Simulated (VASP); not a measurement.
# Zn (P-1) in VASP: further runs

The runs below take Zn through single point, with PBE, PBE+D4, PBE+D3(BJ).

Everything below comes from runs of VASP 6.6.1. Logs are shortened: lines on timing, memory, paths and dates and some standing lists are left out, and cuts for length are marked.

## 1. The cell of the first run

The typed cell holds 1 atom: a = 2.898 Å, b = 2.674 Å, c = 2.674 Å, α = 121.81°, β = 99.87°, γ = 105.88°.

## 2. Single point, PBE

File INCAR:

```
ALGO = Fast
EDIFF = 1E-6
ENCUT = 520
GGA = PE
ISIF = 2
ISMEAR = -1
LASPH = T
LCHARG = F
LREAL = F
LWAVE = F
NBANDS = 12
NELM = 60
PREC = Accurate
SIGMA = 0.05
```

File KPOINTS:

```
k-points
0
Gamma
  11 12 12
```

File POSCAR:

```
Zn
1.0
   -1.2991257774      1.8907879738      1.7707863893
    1.3011814116     -1.7140194522      1.5871312912
    1.2990928580      1.6961311403     -1.6080674954
Zn
1
Direct
    0.0000000000      0.0000000000      0.0000000000
```

Potentials or basis: VASP PAW PBE potentials, release 64 (Zn).

Started as:

```bash
$ cat potpaw_PBE.64/Zn/POTCAR > POTCAR
$ mpirun -np 1 vasp_std > vasp.out
```

OUTCAR:

```text
EDIFF = 1E-6
   ENCUT = 520
   GGA = PE
   ISIF = 2
   ISMEAR = -1
   LASPH = T
   LREAL = F
   NELM = 60
   PREC = Accurate

 ion  position               nearest neighbor table
   1  0.000  0.000  0.000-

  LATTYP: Found a triclinic cell.
 ALAT       =     2.6740202259
 B/A-ratio  =     1.2574952906
 C/A-ratio  =     0.9724758455
 COS(alpha) =     0.0077902831
 COS(beta)  =     0.4862711923
 COS(gamma) =     0.5668935143

  Lattice vectors:

 A1 = (  -1.2990928580,  -1.6961311403,   1.6080674954)
 A2 = (   0.0020556342,   0.1767685216,   3.3579176805)
 A3 = (  -2.6002742696,   0.0178883119,   0.0209362042)

Analysis of symmetry for initial positions (statically):
=====================================================================
 Subroutine PRICEL returns:
 Original cell was already a primitive cell.

 Routine SETGRP: Setting up the symmetry group for a
 triclinic supercell.

 Subroutine GETGRP returns: Found  2 space group operations
 (whereof  2 operations were pure point group operations)
 out of a pool of  2 trial point group operations.

The static configuration has the point symmetry S_2 .

Analysis of symmetry for dynamics (positions and initial velocities):
=====================================================================
 Subroutine PRICEL returns:
 Original cell was already a primitive cell.

 Routine SETGRP: Setting up the symmetry group for a
 triclinic supercell.

 Subroutine GETGRP returns: Found  2 space group operations
 (whereof  2 operations were pure point group operations)
 out of a pool of  2 trial point group operations.

The dynamic configuration has the point symmetry S_2 .

 Subroutine INISYM returns: Found  2 space group operations
 (whereof  2 operations are pure point group operations),
 and found     1 'primitive' translations

----------------------------------------------------------------------------------------

                                     Primitive cell

  volume of cell :      15.6223

  direct lattice vectors                    reciprocal lattice vectors
    -1.299125777  1.890787974  1.770786389     0.004114390  0.265916251  0.283802645
     1.301181412 -1.714019452  1.587131291     0.386883357 -0.013527731  0.298278898
     1.299092858  1.696131140 -1.608067495     0.386377059  0.279472469 -0.014948605

  length of vectors
     2.898015077  2.673933710  2.674020226     0.388937427  0.488704443  0.477090718

  position of ions in fractional coordinates (direct lattice)
     0.000000000  0.000000000  0.000000000

  ion indices of the primitive-cell ions
   primitive index   ion index
                 1           1

----------------------------------------------------------------------------------------

 KPOINTS: k-points

Automatic generation of k-mesh.
 Grid dimensions read from file:
 generate k-points for:   11   12   12

 Generating k-lattice:

  Cartesian coordinates                     Fractional coordinates (reciprocal lattice)
     0.000374035  0.024174205  0.025800240     0.090909091  0.000000000  0.000000000
     0.032240280 -0.001127311  0.024856575     0.000000000  0.083333333  0.000000000
     0.032198088  0.023289372 -0.001245717    -0.000000000  0.000000000  0.083333333

  Length of vectors
     0.035357948  0.040725370  0.039757560

  Shift w.r.t. Gamma in fractional coordinates (k-lattice)
     0.000000000  0.000000000  0.000000000

 Subroutine IBZKPT returns following result:
 ===========================================

 Found    794 irreducible k-points:

 Following reciprocal coordinates:
            Coordinates               Weight
  0.000000  0.000000  0.000000      1.000000
  0.090909 -0.000000  0.000000      2.000000
  0.181818  0.000000  0.000000      2.000000
  0.272727 -0.000000  0.000000      2.000000
  0.363636 -0.000000  0.000000      2.000000
  0.454545  0.000000  0.000000      2.000000
[... 16 lines left out ...]
  0.454545  0.166667 -0.000000      2.000000
 -0.454545  0.166667  0.000000      2.000000
 [... further k-points ...]
   k-points           NKPTS =    794   k-points in BZ     NKDIM =    794   number of bands    NBANDS=     12
   number of dos      NEDOS =    301   number of ions     NIONS =      1
   total plane-waves  NPLWV =   9600
   dimension x,y,z NGX =    24 NGY =   20 NGZ =   20
   dimension x,y,z NGXF=    48 NGYF=   40 NGZF=   40
   ions per type =               1
   NGX,Y,Z   is equivalent  to a cutoff of  13.77, 12.43, 12.43 a.u.
   NGXF,Y,Z  is equivalent  to a cutoff of  27.54, 24.87, 24.87 a.u.
 SYSTEM =  unknown system
   PREC   = accura    normal or accurate (medium, high low for compatibility)
   ISTART =      0    job   : 0-new  1-cont  2-samecut
   ICHARG =      2    charge: 1-file 2-atom 10-const
   ISPIN  =      1    spin polarized calculation?
   LNONCOLLINEAR =      F non collinear calculations
   LSORBIT =      F    spin-orbit coupling
   LASPH  =      T    aspherical Exc in radial PAW
   ENCUT  =  520.0 eV  38.22 Ry    6.18 a.u.   5.39  4.97  4.97*2*pi/ulx,y,z
   NELM   =     60;   NELMIN=  2; NELMDL= -5     # of ELM steps
   EDIFF  = 0.1E-05   stopping-criterion for ELM
   LREAL  =      F    real-space projection
   EDIFFG = 0.1E-04   stopping-criterion for IOM
   NSW    =      0    number of steps for IOM
   IBRION =     -1    ionic relax: 0-MD 1-quasi-New 2-CG
   NFREE  =      0    steps in history (QN), initial steepest desc. (CG)
   ISIF   =      2    stress and relaxation
   ISYM   =      2    0-nonsym 1-usesym 2-fastsym
   POTIM  = 0.5000    time-step for ionic-motion
   TEBEG  =    0.0;   TEEND  =   0.0 temperature during run
   PSTRESS=    0.0 pullay stress
   NELECT =      12.0000    total number of electrons
   NUPDOWN=      -1.0000    fix difference up-down
   EMIN   =  10.00;   EMAX   =-10.00  energy-range for DOS
   EFERMI =   0.00;   METHOD = LEGACY
   ISMEAR =    -1;   SIGMA  =   0.05  broadening in eV -4-tet -1-fermi 0-gaus
   EFERMI_NEDOS =   21; number of points for ismear=-14 and -15
   IALGO  =     68    algorithm
   IMIX   =      4    mixing-type and parameters
     AMIX     =   0.40;   BMIX     =  1.00
     AMIX_MAG =   1.60;   BMIX_MAG =  1.00
  volume/ion in A,a.u.               =      15.62       105.42
  Fermi-wavevector in a.u.,A,eV,Ry     =   1.499295  2.833257 30.584339  2.247886
  Thomas-Fermi vector in A             =   2.610943
   LORBIT       =      0    0 simple, 1 ext, 2 COOP (PROOUT), +10 PAW based schemes
   GGA     = PE    functional components
   LHFCALC =     F    Hartree Fock is set to
   AEXX    =    0.0000 exact exchange contribution
   IVDW    =     0    specifies the selected vdW correction
   LEPSILON=     F    determine dielectric tensor
   LRPA    =     F    only Hartree local field effects (RPA)
 non-spin polarized calculation
 RMM-DIIS sequential band-by-band and
  energy-cutoff  :      520.00
  volume of cell :       15.62
 maximum number of plane-waves:       435
 NGX is ok and might be reduce to    24
   NGX = 11   NGY =  9   NGZ =  9

 number of electron      12.0000003 magnetization

 Free energy of the ion-electron system (eV)
  ---------------------------------------------------
  ext. energy  EPLUGINS =         0.00000000
  ---------------------------------------------------
  free energy    TOTEN  =        -1.09680304 eV

  energy without entropy =       -1.09559874  energy(sigma->0) =       -1.09620089

 E-fermi :   2.8722     XC(G=0): -11.3935

 val. band max:        2.8666681205   @ k =   0.4545   0.0833   0.1667
 cond. band min:       2.9086530357   @ k =   0.4545   0.2500   0.4167
 fundamental gap:      0.0419849152
 Fermi energy:         2.8722301010

 k-point     1 :       0.0000    0.0000    0.0000
  band No.  band energies     occupation
      1      -7.2882      2.00000
      2      -5.0718      2.00000
      3      -4.7720      2.00000
      4      -4.5947      2.00000
      5      -4.3763      2.00000
      6      -4.1921      2.00000
      7      14.8832      0.00000
      8      18.6586      0.00000
      9      19.9391      0.00000
     10      23.4984      0.00000
     11      25.9087      0.00000
     12      26.2472      0.00000

 k-point     2 :       0.0909   -0.0000    0.0000
  band No.  band energies     occupation
      1      -7.1099      2.00000
      2      -5.0477      2.00000
      3      -4.7749      2.00000
      4      -4.5999      2.00000
      5      -4.3528      2.00000
      6      -4.2015      2.00000
      7      12.4516      0.00000
      8      20.1221      0.00000
      9      21.3201      0.00000
     10      23.6386      0.00000
     11      25.0133      0.00000
     12      25.5969      0.00000

 k-point     3 :       0.1818    0.0000    0.0000
  band No.  band energies     occupation
      1      -6.6183      2.00000
      2      -4.9381      2.00000
      3      -4.7771      2.00000
      4      -4.6148      2.00000
      5      -4.2882      2.00000
      6      -4.2262      2.00000
      7       9.0578      0.00000
      8      20.6608      0.00000
      9      23.5314      0.00000
     10      23.7044      0.00000
     11      24.4201      0.00000
     12      25.6358      0.00000
[... 286 lines left out ...]
 k-point    23 :       0.4545    0.1667   -0.0000
  band No.  band energies     occupation
      1      -5.3153      2.00000
      2      -4.8068      2.00000
      3      -4.5513      2.00000
      4      -4.5224      2.00000
      5      -4.2670      2.00000
      6      -0.9011      2.00000
      7       1.3195      2.00000
      8      14.1829      0.00000
      9      18.5230      0.00000
     10      22.7950      0.00000
     11      24.2487      0.00000
     12      29.2663      0.00000

 k-point    24 :      -0.4545    0.1667    0.0000
  band No.  band energies     occupation
      1      -5.3282      2.00000
      2      -4.8056      2.00000
      3      -4.5938      2.00000
      4      -4.5420      2.00000
      5      -4.2949      2.00000
      6      -2.5676      2.00000
      7       3.8144      0.00000
      8      14.3747      0.00000
      9      18.9076      0.00000
     10      22.3175      0.00000
     11      24.8302      0.00000
     12      28.9569      0.00000

 [... further k-points ...]

------------------------ aborting loop because EDIFF is reached ----------------------------------------

  FORCE on cell =-STRESS in cart. coord.  units (eV):
  Direction    XX          YY          ZZ          XY          YZ          ZX
  --------------------------------------------------------------------------------------
  -------------------------------------------------------------------------------------
  Total        0.0284596      0.0099720      0.0078313     -0.0005154     -0.0085895      0.0008562
  in kB        2.9187401      1.0227029      0.8031525     -0.0528585     -0.8809181      0.0878065
  external PRESSURE =       1.5815319 kB  Pullay stress =       0.0000000 kB

 VOLUME and BASIS-vectors are now :
 -----------------------------------------------------------------------------
  energy-cutoff  :      520.00
  volume of cell :       15.62
      direct lattice vectors                 reciprocal lattice vectors
    -1.299125777  1.890787974  1.770786389     0.004114390  0.265916251  0.283802645
     1.301181412 -1.714019452  1.587131291     0.386883357 -0.013527731  0.298278898
     1.299092858  1.696131140 -1.608067495     0.386377059  0.279472469 -0.014948605

 POSITION                                       TOTAL-FORCE (eV/Angst)
 -----------------------------------------------------------------------------------
      0.00000      0.00000      0.00000         0.000000      0.000000      0.000000
 -----------------------------------------------------------------------------------
    total drift:                                0.000000      0.000000      0.000000

  FREE ENERGIE OF THE ION-ELECTRON SYSTEM (eV)
  ---------------------------------------------------
  free  energy   TOTEN  =        -1.0968030412 eV

  energy  without entropy=       -1.0955987437  energy(sigma->0) =       -1.09620089
```

Run time: 91 s. Hardware: 1 thread of Intel Xeon Platinum 8259CL at 2.50GHz (Skylake/Cascade Lake), shared host; peak memory 0.25 GiB.

What came out:

| Property | Result |
| --- | --- |
| Free energy | -1.0968 eV |
| Pressure | 0.2 GPa |
| Band gap on the k mesh | zero (band 6 reaches 5.33 eV, above the bottom of band 7 at -0.43 eV) |

## 3. Single point, PBE+D4

This run uses another cell than the first one, of 14.92 Å³/atom, 0.955 times its volume.

File INCAR:

```
SYSTEM = Zn
PREC = Accurate ; ENCUT = 520
EDIFF = 1E-6 ; ISMEAR = -1
SIGMA = 0.05 ; LREAL = .FALSE.
LASPH = .TRUE. ; NELM = 100
ALGO = Normal ; ISIF = 2
LWAVE = .FALSE. ; LCHARG = .TRUE.
GGA = PE ; IVDW = 13
LELF = .TRUE. ; LVHAR = .TRUE.
NBANDS = 12
```

File KPOINTS:

```
regular mesh
0
G
  11 12 12
  0 0 0
```

File POSCAR:

```
Zn
1.0
   -1.2861218176      1.8494108432      1.7295018438
    1.2878299695     -1.6899854473      1.5646145472
    1.2877159479      1.6746416730     -1.5847158728
Zn
1
Direct
    0.0000000000      0.0000000000      0.0000000000
```

Potentials or basis: VASP PAW PBE potentials, release 64 (Zn).

Started as:

```bash
$ cat potpaw_PBE.64/Zn/POTCAR > POTCAR
$ mpirun -np 1 vasp_std > vasp.out
```

OUTCAR:

```text
SYSTEM = Zn
   PREC = Accurate
   ENCUT = 520
   EDIFF = 1E-6
   ISMEAR = -1
   LREAL = .FALSE.
   LASPH = .TRUE.
   NELM = 100
   ISIF = 2
   GGA = PE
   IVDW = 13

 ion  position               nearest neighbor table
   1  0.000  0.000  0.000-

  LATTYP: Found a triclinic cell.
 ALAT       =     2.6408259111
 B/A-ratio  =     1.2488412885
 C/A-ratio  =     0.9753274727
 COS(alpha) =     0.0075652427
 COS(beta)  =     0.4885007066
 COS(gamma) =     0.5684748615

  Lattice vectors:

[... 542 lines left out ...]

 [... further k-points ...]

------------------------ aborting loop because EDIFF is reached ----------------------------------------

  DFT-D4 for vdW energy calculation

  Edisp (eV):   -0.32672

  FORCE on cell =-STRESS in cart. coord.  units (eV):
  Direction    XX          YY          ZZ          XY          YZ          ZX
  --------------------------------------------------------------------------------------
  -------------------------------------------------------------------------------------
  Total       0.05230     0.03969     0.03741    -0.00072    -0.00909    -0.00068
  in kB       5.61679     4.26235     4.01691    -0.07693    -0.97632    -0.07309
  external pressure =        4.63 kB  Pullay stress =        0.00 kB

 VOLUME and BASIS-vectors are now :
 -----------------------------------------------------------------------------
  energy-cutoff  :      520.00
  volume of cell :       14.92
      direct lattice vectors                 reciprocal lattice vectors
    -1.286121818  1.849410843  1.729501844     0.003886015  0.271830788  0.290413731
     1.287829969 -1.689985447  1.564614547     0.390564227 -0.012665799  0.303982006
     1.287715948  1.674641673 -1.584715873     0.389851173  0.284161195 -0.013954709

 POSITION                                       TOTAL-FORCE (eV/Angst)
 -----------------------------------------------------------------------------------
      0.00000      0.00000      0.00000         0.000000     -0.000000      0.000000
 -----------------------------------------------------------------------------------
    total drift:                                0.000000     -0.000000      0.000000

  FREE ENERGIE OF THE ION-ELECTRON SYSTEM (eV)
  ---------------------------------------------------
  free  energy   TOTEN  =        -1.4152484527 eV

  energy  without entropy=       -1.4140239771  energy(sigma->0) =       -1.41463621
```

Wall time 43 s (1 thread of Intel Xeon Platinum 8375C at 2.90GHz (Ice Lake), shared host); peak memory 0.24 GiB.

What came out:

* Free energy: -1.4152 eV
* Pressure: 0.5 GPa
* Band gap on the k mesh: zero (band 6 reaches 5.78 eV, above the bottom of band 7 at -0.04 eV)
* Dispersion energy per atom: -0.327 eV

Stress tensor (GPa, compression positive):
```
 0.56 -0.01 -0.01
-0.01  0.43 -0.10
-0.01 -0.10  0.40
```

Caveat: pairwise dispersion overbinds metals, which lowers pressure and volume.

(Continued in part 2 of 2.)
